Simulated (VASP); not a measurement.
# V (Fm-3m) in VASP: settings compared

The runs below take V through single point, with revPBE+D3(BJ)+U, RPBE+U.

Everything below comes from runs of VASP 6.6.1. Logs are shortened: lines on timing, memory, paths and dates and some standing lists are left out, and cuts for length are marked.

### 1 The cell of the first run

It takes space group Fm-3m (No. 225, cubic). The conventional cell has a = 3.788 Å, b = 3.788 Å, c = 3.788 Å, α = 90.00°, β = 90.00°, γ = 90.00°. Within 3.5 Å of V (site symmetry m-3m) lie 12 V at 2.68 Å.

This isn't the form of V at room conditions, which is bcc.

### 2 Single point, revPBE+D3(BJ)+U, collinear spin, ferromagnetic start

The input, INCAR:

```
  ALGO = All
  EDIFF = 1E-6
  ENCUT = 530
  GGA = RE
  GGA_COMPAT = False
  ISEARCH = 1
  ISIF = 2
  ISMEAR = 1
  ISPIN = 2
  IVDW = 12
  KPAR = 4
  LASPH = True
  LCHARG = False
  LDAU = True
  LDAUJ = 0
  LDAUL = 2
  LDAUPRINT = 1
  LDAUTYPE = 2
  LDAUU = 7
  LMAXMIX = 4
  LORBIT = 11
  LREAL = False
  LWAVE = False
  MAGMOM = -1.16
  NBANDS = 16
  NELM = 300
  PREC = Accurate
  SIGMA = 0.1
```

The input, KPOINTS:

```
k-points
0
Gamma
  12 12 12
```

The input, POSCAR:

```
V
1.0
    0.0000000000      1.8939887938      1.8939887938
    1.8939887938      0.0000000000      1.8939887938
    1.8939887938      1.8939887938      0.0000000000
V
1
Direct
    0.0000000000      0.0000000000      0.0000000000
```

Potentials or basis: VASP PAW PBE potentials, release 64 (V_sv).

On the command line:

```
> cat potpaw_PBE.64/V_sv/POTCAR > POTCAR
> mpirun -np 4 vasp_std > vasp.out
```

OUTCAR:

```text
EDIFF = 1E-6
   ENCUT = 530
   GGA = RE
   ISIF = 2
   ISMEAR = 1
   ISPIN = 2
   IVDW = 12
   LASPH = True
   LORBIT = 11
   LREAL = False
   NELM = 300
   PREC = Accurate
 IVDW          = 12

 ion  position               nearest neighbor table
   1  0.000  0.000  0.000-

  LATTYP: Found a face centered cubic cell.
 ALAT       =     3.7879775876

  Lattice vectors:

 A1 = (   0.0000000000,   1.8939887938,   1.8939887938)
 A2 = (   1.8939887938,   0.0000000000,   1.8939887938)
 A3 = (   1.8939887938,   1.8939887938,   0.0000000000)

Analysis of symmetry for initial positions (statically):
=====================================================================
 Subroutine PRICEL returns:
 Original cell was already a primitive cell.

 Routine SETGRP: Setting up the symmetry group for a
 face centered cubic supercell.

 Subroutine GETGRP returns: Found 48 space group operations
 (whereof 48 operations were pure point group operations)
 out of a pool of 48 trial point group operations.

The static configuration has the point symmetry O_h .

Analysis of symmetry for dynamics (positions and initial velocities):
=====================================================================
 Subroutine PRICEL returns:
 Original cell was already a primitive cell.

 Routine SETGRP: Setting up the symmetry group for a
 face centered cubic supercell.

 Subroutine GETGRP returns: Found 48 space group operations
 (whereof 48 operations were pure point group operations)
 out of a pool of 48 trial point group operations.

The dynamic configuration has the point symmetry O_h .

Analysis of structural, dynamic, and magnetic symmetry:
=====================================================================
 Subroutine PRICEL returns:
 Original cell was already a primitive cell.

 Routine SETGRP: Setting up the symmetry group for a
 face centered cubic supercell.

 Subroutine GETGRP returns: Found 48 space group operations
 (whereof 48 operations were pure point group operations)
 out of a pool of 48 trial point group operations.

The overall configuration has the point symmetry O_h .

 Subroutine INISYM returns: Found 48 space group operations
 (whereof 48 operations are pure point group operations),
 and found     1 'primitive' translations

----------------------------------------------------------------------------------------

                                     Primitive cell

  volume of cell :      13.5882

  direct lattice vectors                    reciprocal lattice vectors
     0.000000000  1.893988794  1.893988794    -0.263993114  0.263993114  0.263993114
     1.893988794  0.000000000  1.893988794     0.263993114 -0.263993114  0.263993114
     1.893988794  1.893988794  0.000000000     0.263993114  0.263993114 -0.263993114

  length of vectors
     2.678504639  2.678504639  2.678504639     0.457249487  0.457249487  0.457249487

  position of ions in fractional coordinates (direct lattice)
     0.000000000  0.000000000  0.000000000

  ion indices of the primitive-cell ions
   primitive index   ion index
                 1           1

----------------------------------------------------------------------------------------

 KPOINTS: k-points

Automatic generation of k-mesh.
 Grid dimensions read from file:
 generate k-points for:   12   12   12

[... 52 lines left out ...]
   NGXF,Y,Z  is equivalent  to a cutoff of  24.83, 24.83, 24.83 a.u.
 SYSTEM =  unknown system
   PREC   = accura    normal or accurate (medium, high low for compatibility)
   ISTART =      0    job   : 0-new  1-cont  2-samecut
   ICHARG =      2    charge: 1-file 2-atom 10-const
   ISPIN  =      2    spin polarized calculation?
   LNONCOLLINEAR =      F non collinear calculations
   LSORBIT =      F    spin-orbit coupling
   LASPH  =      T    aspherical Exc in radial PAW
   ENCUT  =  530.0 eV  38.95 Ry    6.24 a.u.   5.03  5.03  5.03*2*pi/ulx,y,z
   NELM   =    300;   NELMIN=  2; NELMDL= -5     # of ELM steps
   EDIFF  = 0.1E-05   stopping-criterion for ELM
   LREAL  =      F    real-space projection
   EDIFFG = 0.1E-04   stopping-criterion for IOM
   NSW    =      0    number of steps for IOM
   IBRION =     -1    ionic relax: 0-MD 1-quasi-New 2-CG
   NFREE  =      0    steps in history (QN), initial steepest desc. (CG)
   ISIF   =      2    stress and relaxation
   ISYM   =      2    0-nonsym 1-usesym 2-fastsym
   POTIM  = 0.5000    time-step for ionic-motion
   TEBEG  =    0.0;   TEEND  =   0.0 temperature during run
   PSTRESS=    0.0 pullay stress
   NELECT =      13.0000    total number of electrons
   NUPDOWN=      -1.0000    fix difference up-down
   EMIN   =  10.00;   EMAX   =-10.00  energy-range for DOS
   EFERMI =   0.00;   METHOD = LEGACY
   ISMEAR =     1;   SIGMA  =   0.10  broadening in eV -4-tet -1-fermi 0-gaus
   EFERMI_NEDOS =   21; number of points for ismear=-14 and -15
   IALGO  =     58    algorithm
   IMIX   =      4    mixing-type and parameters
     AMIX     =   0.40;   BMIX     =  1.00
     AMIX_MAG =   1.60;   BMIX_MAG =  1.00
  volume/ion in A,a.u.               =      13.59        91.70
  Fermi-wavevector in a.u.,A,eV,Ry     =   1.613127  3.048368 35.404788  2.602179
  Thomas-Fermi vector in A             =   2.708246
   LORBIT       =     11    0 simple, 1 ext, 2 COOP (PROOUT), +10 PAW based schemes
 LDA+U is selected, type is set to LDAUTYPE =  2
   angular momentum for each species LDAUL =     2
   U (eV)           for each species LDAUU =   7.0
   J (eV)           for each species LDAUJ =   0.0
   GGA     = RE    functional components
   LHFCALC =     F    Hartree Fock is set to
   AEXX    =    0.0000 exact exchange contribution
   IVDW    =    12    specifies the selected vdW correction
   LEPSILON=     F    determine dielectric tensor
   LRPA    =     F    only Hartree local field effects (RPA)
 spin polarized calculation
 Methfessel and Paxton  Order N= 1 SIGMA  =   0.10
  energy-cutoff  :      530.00
  volume of cell :       13.59
 maximum number of plane-waves:       388
   NGX =  9   NGY =  9   NGZ =  9

atom =   1  type =  1  l = 2

 onsite density matrix

spin component  1

  0.0170  0.0000  0.0000  0.0000 -0.0000
  0.0000  0.0170 -0.0000 -0.0000 -0.0000
  0.0000 -0.0000  0.1026  0.0000  0.0000
  0.0000 -0.0000  0.0000  0.0170  0.0000
 -0.0000 -0.0000  0.0000  0.0000  0.1026

spin component  2

  0.8581  0.0000  0.0000  0.0000 -0.0000
  0.0000  0.8581 -0.0000 -0.0000 -0.0000
  0.0000 -0.0000  0.1676  0.0000  0.0000
  0.0000 -0.0000  0.0000  0.8581  0.0000
 -0.0000 -0.0000  0.0000  0.0000  0.1676

 occupancies and eigenvectors

  o =  0.0170  v =  0.9998 -0.0213 -0.0000 -0.0042  0.0000  0.0000  0.0000  0.0000  0.0000  0.0000      0.0000  0.0000  0.0000  0.0000  0.0000  0.0000  0.0000  0.0000  0.0000  0.0000
  o =  0.0170  v = -0.0213 -0.9997 -0.0000 -0.0138 -0.0000  0.0000  0.0000  0.0000  0.0000  0.0000      0.0000  0.0000  0.0000  0.0000  0.0000  0.0000  0.0000  0.0000  0.0000  0.0000
  o =  0.0170  v =  0.0039 -0.0139  0.0000  0.9999 -0.0000  0.0000  0.0000  0.0000  0.0000  0.0000      0.0000  0.0000  0.0000  0.0000  0.0000  0.0000  0.0000  0.0000  0.0000  0.0000
  o =  0.1026  v = -0.0000  0.0000 -0.9995  0.0000  0.0305  0.0000  0.0000  0.0000  0.0000  0.0000      0.0000  0.0000  0.0000  0.0000  0.0000  0.0000  0.0000  0.0000  0.0000  0.0000
  o =  0.1026  v =  0.0000 -0.0000 -0.0305  0.0000 -0.9995  0.0000  0.0000  0.0000  0.0000  0.0000      0.0000  0.0000  0.0000  0.0000  0.0000  0.0000  0.0000  0.0000  0.0000  0.0000
  o =  0.1676  v =  0.0000  0.0000  0.0000  0.0000  0.0000  0.0000  0.0000 -0.9746  0.0000  0.2240      0.0000  0.0000  0.0000  0.0000  0.0000  0.0000  0.0000  0.0000  0.0000  0.0000
  o =  0.1676  v =  0.0000  0.0000  0.0000  0.0000  0.0000  0.0000 -0.0000 -0.2240 -0.0000 -0.9746      0.0000  0.0000  0.0000  0.0000  0.0000  0.0000  0.0000  0.0000  0.0000  0.0000
  o =  0.8581  v =  0.0000  0.0000  0.0000  0.0000  0.0000  0.0000 -0.8565  0.0000  0.5162  0.0000      0.0000  0.0000  0.0000  0.0000  0.0000  0.0000  0.0000  0.0000  0.0000  0.0000
  o =  0.8581  v =  0.0000  0.0000  0.0000  0.0000  0.0000  1.0000  0.0000  0.0000  0.0000  0.0000      0.0000  0.0000  0.0000  0.0000  0.0000  0.0000  0.0000  0.0000  0.0000  0.0000
  o =  0.8581  v =  0.0000  0.0000  0.0000  0.0000  0.0000  0.0000  0.5162  0.0000  0.8565 -0.0000      0.0000  0.0000  0.0000  0.0000  0.0000  0.0000  0.0000  0.0000  0.0000  0.0000

 number of electron      13.0000009 magnetization      -3.0009389

 Free energy of the ion-electron system (eV)
  ---------------------------------------------------
  ext. energy  EPLUGINS =         0.00000000
  ---------------------------------------------------
  free energy    TOTEN  =        -2.48604951 eV

  energy without entropy =       -2.48642489  energy(sigma->0) =       -2.48617464

 E-fermi :  10.8077     XC(G=0): -12.5123

 val. band max:       10.7583365973   @ k =  -0.4167   0.1667   0.0833
 cond. band min:      11.2566500211   @ k =  -0.4167   0.1667   0.0833
 fundamental gap:      0.4983134237
 Fermi energy:        10.8076788146

 spin component 1

 k-point     1 :       0.0000    0.0000    0.0000
  band No.  band energies     occupation
      1     -51.4324      1.00000
      2     -24.7641      1.00000
      3     -24.7641      1.00000
      4     -24.7641      1.00000
      5       4.0784      1.00000
      6      15.8211      0.00000
[... 895 lines left out ...]
      5       5.0693      1.00000
      6       7.7489      1.00000
[... 8 lines left out ...]
     15      37.2508      0.00000
     16      37.3075      0.00000

 [... further k-points ...]

------------------------ aborting loop because EDIFF is reached ----------------------------------------

 Edisp (eV)   -1.26306

 E8    (eV) :    -0.9116

  FORCE on cell =-STRESS in cart. coord.  units (eV):
  Direction    XX          YY          ZZ          XY          YZ          ZX
  --------------------------------------------------------------------------------------
  -------------------------------------------------------------------------------------
  Total       5.25209     5.25209     5.25209    -0.00000    -0.00000    -0.00000
  in kB     619.27125   619.27125   619.27125    -0.00000    -0.00000    -0.00000
  external pressure =      619.27 kB  Pullay stress =        0.00 kB

 VOLUME and BASIS-vectors are now :
 -----------------------------------------------------------------------------
  energy-cutoff  :      530.00
  volume of cell :       13.59
      direct lattice vectors                 reciprocal lattice vectors
     0.000000000  1.893988794  1.893988794    -0.263993114  0.263993114  0.263993114
     1.893988794  0.000000000  1.893988794     0.263993114 -0.263993114  0.263993114
     1.893988794  1.893988794  0.000000000     0.263993114  0.263993114 -0.263993114

 POSITION                                       TOTAL-FORCE (eV/Angst)
 -----------------------------------------------------------------------------------
      0.00000      0.00000      0.00000         0.000000     -0.000000      0.000000
 -----------------------------------------------------------------------------------
    total drift:                               -0.000000     -0.000000     -0.000000

  FREE ENERGIE OF THE ION-ELECTRON SYSTEM (eV)
  ---------------------------------------------------
  free  energy   TOTEN  =        -3.7491144816 eV

  energy  without entropy=       -3.7494886211  energy(sigma->0) =       -3.74923919

 total charge

# of ion       s       p       d       tot
------------------------------------------
    1        2.349   6.238   3.140  11.727

 magnetization (x)

# of ion       s       p       d       tot
------------------------------------------
    1       -0.003  -0.082  -2.637  -2.722
```

Wall time 27 s (4 MPI ranks of AMD EPYC 7R43 (Zen 3), shared host); peak memory 0.14 GiB.

Results:

```yaml
Free_energy: -3.7491 eV
Pressure: 61.9 GPa
Band_gap_on_the_k_mesh: 0.50 eV
Net_moment: -3.00 μB per cell
Site_moments: V -2.72 μB
Valence_electrons_inside_the_program's_atomic_spheres: V 11.73
Dispersion_energy_per_atom: -1.263 eV
```

Eigenvalues of the final occupation matrices:
```
    site  spin  trace               eigenvalues
site 1 d     1   0.26  0.02 0.02 0.02 0.10 0.10
site 1 d     2   2.91  0.17 0.17 0.86 0.86 0.86
```

Caveat: three body term missing; the cell stands under pressure; the dispersion term is far too large for a dense solid, which distorts pressure and volume; the PAW data sets were made with another functional, which shifts forces and pressure a little; the U is typed as a test and isn't derived for this compound. The state reached can hang on the start; a lower one may exist.

### 3 Single point, RPBE+U, collinear spin, ferromagnetic start

The input, INCAR:

```
PREC = Accurate
ENCUT = 530
EDIFF = 1E-6
ISMEAR = 1
SIGMA = 0.1
LREAL = False
LASPH = True
NELM = 300
ALGO = All
ISIF = 2
LWAVE = False
LCHARG = True
ISPIN = 2
MAGMOM = 2
LORBIT = 11
LMAXMIX = 4
LDAU = True
LDAUTYPE = 2
LDAUL = 2
LDAUU = 7
LDAUJ = 0
LDAUPRINT = 1
GGA = RP
LVHAR = True
NBANDS = 16
GGA_COMPAT = False
ISEARCH = 1
KPAR = 4
```

The input, KPOINTS:

```
Automatic mesh
0
Gamma
  12 12 12
```

The input, POSCAR:

```
V
1.0
    0.0000000000      1.8950000000      1.8950000000
    1.8950000000      0.0000000000      1.8950000000
    1.8950000000      1.8950000000      0.0000000000
V
1
Direct
    0.0000000000      0.0000000000      0.0000000000
```

Potentials or basis: VASP PAW PBE potentials, release 64 (V_sv).

On the command line:

```
> cat potpaw_PBE.64/V_sv/POTCAR > POTCAR
> mpirun -np 4 vasp_std > vasp.out
```

Wall time 25 s (4 MPI ranks of Intel Xeon Platinum 8375C at 2.90GHz (Ice Lake), shared host); peak memory 0.16 GiB.

It converged, with:

- Free energy: -2.4172 eV
- Pressure: 78.2 GPa
- Band gap on the k mesh: 0.48 eV
- Net moment: 3.00 μB per cell
- Site moments: V +2.72 μB
- Valence electrons inside the program's atomic spheres: V 11.72

Levels at points of the mesh, in eV from the valence-band top:
Spin up:
```
           k point  band 5  band 6  band 7  band 8  band 9  band 10  band 11  band 12
(0.00, 0.00, 0.00)   -8.24   -3.48   -3.48   -3.48    3.84     3.84    15.99    21.94
(0.50, 0.00, 0.00)   -6.41   -2.18   -2.18   -0.39    3.46     3.46     6.81    15.46
(0.50, 0.50, 0.00)   -6.26   -2.90   -0.15   -0.15    2.06     5.18    12.58    12.60
```
Spin down:
| k point | band 2 | band 3 | band 4 | band 5 | band 6 | band 7 | band 8 | band 9 |
| --- | --- | --- | --- | --- | --- | --- | --- | --- |
| (0.00, 0.00, 0.00) | -35.56 | -35.56 | -35.56 | -6.69 | 5.06 | 5.06 | 5.06 | 5.77 |
| (0.50, 0.00, 0.00) | -36.50 | -35.68 | -35.68 | -0.62 | 0.86 | 3.84 | 3.84 | 8.12 |
| (0.50, 0.50, 0.00) | -36.43 | -35.89 | -35.89 | -1.62 | 1.52 | 4.03 | 7.06 | 8.96 |

Eigenvalues of the final occupation matrices:
```tsv
site	spin	trace	eigenvalues
site 1 d	1	2.91	0.17 0.17 0.86 0.86 0.86
site 1 d	2	0.26	0.02 0.02 0.02 0.10 0.10
```

Caveat: the cell stands under pressure; the PAW data sets were made with another functional, which shifts forces and pressure a little; the U is typed as a test and isn't derived for this compound. A k mesh can miss the band edges.
